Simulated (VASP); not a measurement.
# Mg7CrS8 (P1) in VASP: single point with PBEsol

Aim: the single point of Mg7CrS8 with PBEsol.

Program: VASP 6.6.1. These are calculated values, not measurements. Logs are shortened: lines on timing, memory, paths and dates and some standing lists are left out, and cuts for length are marked.

**1. The cell of the first run**

The typed cell holds 16 atoms: a = 7.359 Å, b = 7.359 Å, c = 7.359 Å, α = 60.00°, β = 60.00°, γ = 60.00°.

**2. Single point, PBEsol, collinear spin, ferromagnetic start**

Input file INCAR:

```
SYSTEM = Mg7CrS8
ALGO = Normal ; EDIFF = 1E-6
ENCUT = 600 ; GGA = PS
GGA_COMPAT = .False. ; ISIF = 2
ISMEAR = 0 ; ISPIN = 2
LASPH = .True. ; LCHARG = .False.
LMAXMIX = 4 ; LORBIT = 11
LREAL = .False. ; LWAVE = .False.
MAGMOM = 3.6 0 0 0 0 0 0 0 0 0 0 0 0 0 0 0 ; NBANDS = 55
NELM = 200 ; NUPDOWN = 3.6
PREC = Accurate ; SIGMA = 0.05
```

Input file KPOINTS:

```
k-points
0
Gamma
  3 3 3
  0 0 0
```

Input file POSCAR:

```
Mg7CrS8
1.0
    0.0000000000      5.2033000000      5.2033000000
    5.2033000000      0.0000000000      5.2033000000
    5.2033000000      5.2033000000      0.0000000000
Cr Mg S
1 7 8
Direct
    0.9985115139      0.9989586348      0.0015455831
    0.9986875789      0.9989991427      0.5013486329
    0.9985372588      0.4988160950      0.0017400180
    0.9988114849      0.4986746812      0.5016372000
    0.4988817024      0.9986696540      0.0015426089
    0.4985680359      0.9992311343      0.5015430766
    0.4988466634      0.4989088515      0.0014722455
    0.4982893394      0.4990525633      0.5018565182
    0.2487602891      0.2488788226      0.2514559930
    0.2400803259      0.2402821951      0.7602208352
    0.2604499790      0.7371442662      0.2631952350
    0.2397640384      0.7578756868      0.7604524138
    0.7575232448      0.2400988658      0.2427130164
    0.7369064510      0.2607132431      0.7396827180
    0.7573644433      0.7575493900      0.2429351467
    0.7487644737      0.7488785430      0.7514812264
```

Potentials or basis: VASP PAW PBE potentials, release 64 (Cr_pv, Mg, S).

Run with:

```bash
$ cat potpaw_PBE.64/Cr_pv/POTCAR potpaw_PBE.64/Mg/POTCAR potpaw_PBE.64/S/POTCAR > POTCAR
$ mpirun -np 1 vasp_std > vasp.out
```

OUTCAR:

```text
SYSTEM = Mg7CrS8
   EDIFF = 1E-6
   ENCUT = 600
   GGA = PS
   ISIF = 2
   ISMEAR = 0
   ISPIN = 2
   LASPH = .True.
   LORBIT = 11
   LREAL = .False.
   NELM = 200
   NUPDOWN = 3.6
   PREC = Accurate

 ion  position               nearest neighbor table
   1  0.999  0.999  0.002-  12 2.51  13 2.51  15 2.51  10 2.51  14 2.72  11 2.72
   2  0.999  0.999  0.501-   9 2.60  16 2.60  13 2.60  12 2.60  11 2.60  14 2.60
   3  0.999  0.499  0.002-   9 2.60  16 2.60  13 2.60  15 2.60  10 2.60  12 2.60
   4  0.999  0.499  0.502-   9 2.60  16 2.60  10 2.60  14 2.60  15 2.60  11 2.61
   5  0.499  0.999  0.002-  16 2.60   9 2.60  15 2.60  10 2.60  11 2.60  14 2.60
   6  0.499  0.999  0.502-   9 2.60  10 2.60  16 2.60  13 2.60  12 2.60  15 2.60
[... 8 lines left out ...]
  15  0.757  0.758  0.243-   1 2.51   5 2.60   3 2.60   4 2.60   6 2.60   8 2.69
  16  0.749  0.749  0.751-   5 2.60   7 2.60   3 2.60   2 2.60   4 2.60   6 2.60

  LATTYP: Found a face centered cubic cell.
 ALAT       =    10.4066000000

  Lattice vectors:

 A1 = (   0.0000000000,   5.2033000000,   5.2033000000)
 A2 = (   5.2033000000,   0.0000000000,   5.2033000000)
 A3 = (   5.2033000000,   5.2033000000,   0.0000000000)

Analysis of symmetry for initial positions (statically):
=====================================================================
 Subroutine PRICEL returns:
 Original cell was already a primitive cell.

 Routine SETGRP: Setting up the symmetry group for a
 face centered cubic supercell.

 Subroutine GETGRP returns: Found  1 space group operations
 (whereof  1 operations were pure point group operations)
 out of a pool of 48 trial point group operations.

The static configuration has the point symmetry C_1 .

Analysis of symmetry for dynamics (positions and initial velocities):
=====================================================================
 Subroutine PRICEL returns:
 Original cell was already a primitive cell.

 Routine SETGRP: Setting up the symmetry group for a
 face centered cubic supercell.

 Subroutine GETGRP returns: Found  1 space group operations
 (whereof  1 operations were pure point group operations)
 out of a pool of 48 trial point group operations.

The dynamic configuration has the point symmetry C_1 .

Analysis of structural, dynamic, and magnetic symmetry:
=====================================================================
 Subroutine PRICEL returns:
 Original cell was already a primitive cell.

 Routine SETGRP: Setting up the symmetry group for a
 face centered cubic supercell.

 Subroutine GETGRP returns: Found  1 space group operations
 (whereof  1 operations were pure point group operations)
 out of a pool of 48 trial point group operations.

The overall configuration has the point symmetry C_1 .

 Subroutine INISYM returns: Found  1 space group operations
 (whereof  1 operations are pure point group operations),
 and found     1 'primitive' translations

----------------------------------------------------------------------------------------

                                     Primitive cell

  volume of cell :     281.7517

  direct lattice vectors                    reciprocal lattice vectors
     0.000000000  5.203300000  5.203300000    -0.096092864  0.096092864  0.096092864
     5.203300000  0.000000000  5.203300000     0.096092864 -0.096092864  0.096092864
     5.203300000  5.203300000  0.000000000     0.096092864  0.096092864 -0.096092864

  length of vectors
     7.358577429  7.358577429  7.358577429     0.166437723  0.166437723  0.166437723

  position of ions in fractional coordinates (direct lattice)
     0.998511514  0.998958635  0.001545583
     0.998687579  0.998999143  0.501348633
     0.998537259  0.498816095  0.001740018
     0.998811485  0.498674681  0.501637200
     0.498881702  0.998669654  0.001542609
     0.498568036  0.999231134  0.501543077
[... 8 lines left out ...]
     0.757364443  0.757549390  0.242935147
     0.748764474  0.748878543  0.751481226

  ion indices of the primitive-cell ions
   primitive index   ion index
                 1           1
                 2           2
                 3           3
                 4           4
[... 56 lines left out ...]
   number of dos      NEDOS =    301   number of ions     NIONS =     16
   total plane-waves  NPLWV = 216000
   dimension x,y,z NGX =    60 NGY =   60 NGZ =   60
   dimension x,y,z NGXF=   120 NGYF=  120 NGZF=  120
   ions per type =               1   7   8
   NGX,Y,Z   is equivalent  to a cutoff of  13.56, 13.56, 13.56 a.u.
   NGXF,Y,Z  is equivalent  to a cutoff of  27.11, 27.11, 27.11 a.u.
 SYSTEM =  Mg7CrS8
   PREC   = accura    normal or accurate (medium, high low for compatibility)
   ISTART =      0    job   : 0-new  1-cont  2-samecut
   ICHARG =      2    charge: 1-file 2-atom 10-const
   ISPIN  =      2    spin polarized calculation?
   LNONCOLLINEAR =      F non collinear calculations
   LSORBIT =      F    spin-orbit coupling
   LASPH  =      T    aspherical Exc in radial PAW
   ENCUT  =  600.0 eV  44.10 Ry    6.64 a.u.  14.70 14.70 14.70*2*pi/ulx,y,z
   NELM   =    200;   NELMIN=  2; NELMDL= -5     # of ELM steps
   EDIFF  = 0.1E-05   stopping-criterion for ELM
   LREAL  =      F    real-space projection
   EDIFFG = 0.1E-04   stopping-criterion for IOM
   NSW    =      0    number of steps for IOM
   IBRION =     -1    ionic relax: 0-MD 1-quasi-New 2-CG
   NFREE  =      0    steps in history (QN), initial steepest desc. (CG)
   ISIF   =      2    stress and relaxation
   ISYM   =      2    0-nonsym 1-usesym 2-fastsym
   POTIM  = 0.5000    time-step for ionic-motion
   TEBEG  =    0.0;   TEEND  =   0.0 temperature during run
   PSTRESS=    0.0 pullay stress
   NELECT =      74.0000    total number of electrons
   NUPDOWN=       3.6000    fix difference up-down
   EMIN   =  10.00;   EMAX   =-10.00  energy-range for DOS
   EFERMI =   0.00;   METHOD = LEGACY
   ISMEAR =     0;   SIGMA  =   0.05  broadening in eV -4-tet -1-fermi 0-gaus
   EFERMI_NEDOS =   21; number of points for ismear=-14 and -15
   IALGO  =     38    algorithm
   IMIX   =      4    mixing-type and parameters
     AMIX     =   0.40;   BMIX     =  1.00
     AMIX_MAG =   1.60;   BMIX_MAG =  1.00
  volume/ion in A,a.u.               =      17.61       118.83
  Fermi-wavevector in a.u.,A,eV,Ry     =   1.048407  1.981202 14.954939  1.099157
  Thomas-Fermi vector in A             =   2.183327
   LORBIT       =     11    0 simple, 1 ext, 2 COOP (PROOUT), +10 PAW based schemes
   GGA     = PS    functional components
   LHFCALC =     F    Hartree Fock is set to
   AEXX    =    0.0000 exact exchange contribution
   IVDW    =     0    specifies the selected vdW correction
   LEPSILON=     F    determine dielectric tensor
   LRPA    =     F    only Hartree local field effects (RPA)
 spin polarized calculation
 Gauss-broadening in eV      SIGMA  =   0.05
  energy-cutoff  :      600.00
  volume of cell :      281.75
 maximum number of plane-waves:      9407
   NGX = 29   NGY = 29   NGZ = 29

 number of electron      73.9999998 magnetization       3.6000000

 Free energy of the ion-electron system (eV)
  ---------------------------------------------------
  ext. energy  EPLUGINS =         0.00000000
  ---------------------------------------------------
  free energy    TOTEN  =       -78.33427212 eV

  energy without entropy =      -78.32908131  energy(sigma->0) =      -78.33167672

 E-fermi :   6.7406     XC(G=0):  -9.9642

 val. band max:        6.6738874109   @ k =   0.3333   0.0000   0.3333
 cond. band min:       5.5781825448   @ k =   0.0000   0.3333   0.0000
 fundamental gap:     -1.0957048661
 Fermi energy:         5.5737879498

 spin component 1

 k-point     1 :       0.0000    0.0000    0.0000
  band No.  band energies     occupation
      1     -38.6861      1.00000
      2     -38.6856      1.00000
      3     -38.6195      1.00000
      4      -8.8666      1.00000
      5      -7.5642      1.00000
      6      -7.5640      1.00000
[... 717 lines left out ...]
     48       9.7830      0.00000
     49      10.3011      0.00000
 Fermi energy:         6.7405630154

 spin component 2

 k-point     1 :       0.0000    0.0000    0.0000
  band No.  band energies     occupation
      1     -35.4688      1.00000
      2     -35.4661      1.00000
      3     -35.0130      1.00000
      4      -8.8489      1.00000
      5      -7.5647      1.00000
      6      -7.5646      1.00000
[... 717 lines left out ...]
     48      10.3191      0.00000
     49      10.3435      0.00000
 [bands above 49 left out]

------------------------ aborting loop because EDIFF is reached ----------------------------------------

  FORCE on cell =-STRESS in cart. coord.  units (eV):
  Direction    XX          YY          ZZ          XY          YZ          ZX
  --------------------------------------------------------------------------------------
  -------------------------------------------------------------------------------------
  Total       -4.5380330     -2.3697774     -4.5544920      0.0000133     -0.0000128     -0.0000931
  in kB      -25.8054622    -13.4757067    -25.8990559      0.0000757     -0.0000727     -0.0005291
  external PRESSURE =     -21.7267416 kB  Pullay stress =       0.0000000 kB

 VOLUME and BASIS-vectors are now :
 -----------------------------------------------------------------------------
  energy-cutoff  :      600.00
  volume of cell :      281.75
      direct lattice vectors                 reciprocal lattice vectors
     0.000000000  5.203300000  5.203300000    -0.096092864  0.096092864  0.096092864
     5.203300000  0.000000000  5.203300000     0.096092864 -0.096092864  0.096092864
     5.203300000  5.203300000  0.000000000     0.096092864  0.096092864 -0.096092864

 POSITION                                       TOTAL-FORCE (eV/Angst)
 -----------------------------------------------------------------------------------
      5.20592      5.20360     10.39344        -0.000425      0.002359      0.002337
      7.80676      7.80514     10.39456         0.000091      0.004973     -0.001008
      2.60454      5.20474      7.79118         0.000992     -0.000529      0.006794
      5.20492      7.80728      7.79187         0.001041     -0.004987      0.002229
      5.20440      2.60386      7.79221         0.002879     -0.000621      0.000740
      7.80898      5.20388      7.79350        -0.006911      0.002456     -0.005103
[... 8 lines left out ...]
      5.20582      5.20486      7.88255         0.002117     -0.000122      0.211261
      7.80682      7.80623      7.79269        -0.000122     -0.000266      0.000815
 -----------------------------------------------------------------------------------
    total drift:                                0.000020      0.000034     -0.000251

  FREE ENERGIE OF THE ION-ELECTRON SYSTEM (eV)
  ---------------------------------------------------
  free  energy   TOTEN  =       -78.3342721211 eV

  energy  without entropy=      -78.3290813098  energy(sigma->0) =      -78.33167672

 total charge

# of ion       s       p       d       tot
------------------------------------------
    1        0.205   6.175   4.101  10.481
    2        0.140   0.127   0.040   0.307
    3        0.141   0.127   0.040   0.308
    4        0.140   0.127   0.040   0.307
    5        0.140   0.127   0.040   0.307
    6        0.141   0.127   0.040   0.308
[... 8 lines left out ...]
   15        1.311   2.453   0.000   3.764
   16        1.308   2.476   0.000   3.784
--------------------------------------------------
tot         11.682  26.744   4.378  42.804

 magnetization (x)

# of ion       s       p       d       tot
------------------------------------------
    1        0.028   0.026   3.295   3.349
    2       -0.002   0.000   0.000  -0.002
    3       -0.002   0.000  -0.000  -0.002
    4       -0.002   0.000   0.000  -0.002
    5       -0.002   0.000   0.000  -0.002
    6       -0.002   0.000  -0.000  -0.002
[... 8 lines left out ...]
   15       -0.000  -0.017   0.000  -0.017
   16        0.000   0.003   0.000   0.003
--------------------------------------------------
tot          0.037  -0.052   3.294   3.279
```

It took 20 min on 1 thread of Intel Xeon 8259CL, shared host; peak memory 0.87 GiB.

What came out:

| Quantity | Value |
| --- | --- |
| Free energy | -78.3343 eV |
| Pressure | -2.2 GPa |
| Largest force | 0.526 eV/Å |
| Net moment | 3.60 μB per cell |
| Site moments | Cr +3.35; Mg -0.00, +0.01 (each value once); S +0.00, -0.02, -0.01 (each value once) μB |
| Valence electrons inside the program's atomic spheres | Cr 10.48; Mg 0.31; S 3.78, 3.76, 3.77 (each value once) |

Forces in eV/Å, atoms in the order of the input:
```
Cr   0.000  0.002  0.002
Mg   0.000  0.005 -0.001
Mg   0.001 -0.001  0.007
Mg   0.001 -0.005  0.002
Mg   0.003 -0.001  0.001
Mg  -0.007  0.002 -0.005
Mg   0.000 -0.004 -0.002
Mg  -0.001 -0.001  0.004
S    0.000  0.001  0.001
S    0.001  0.000 -0.216
S    0.002 -0.521 -0.001
S    0.203 -0.002 -0.001
S   -0.206 -0.002 -0.001
S    0.000  0.526 -0.001
S    0.002  0.000  0.211
S    0.000  0.000  0.001
```

Stress tensor (GPa, compression positive):
```
-2.58  0.00  0.00
 0.00 -1.35  0.00
 0.00  0.00 -2.59
```

Caveat: the PAW data sets were made with another functional, which shifts forces and pressure a little; the total moment is fixed, so each spin has its own Fermi level; a cell with one magnetic atom can't hold antiferromagnetic order, which such compounds often take.
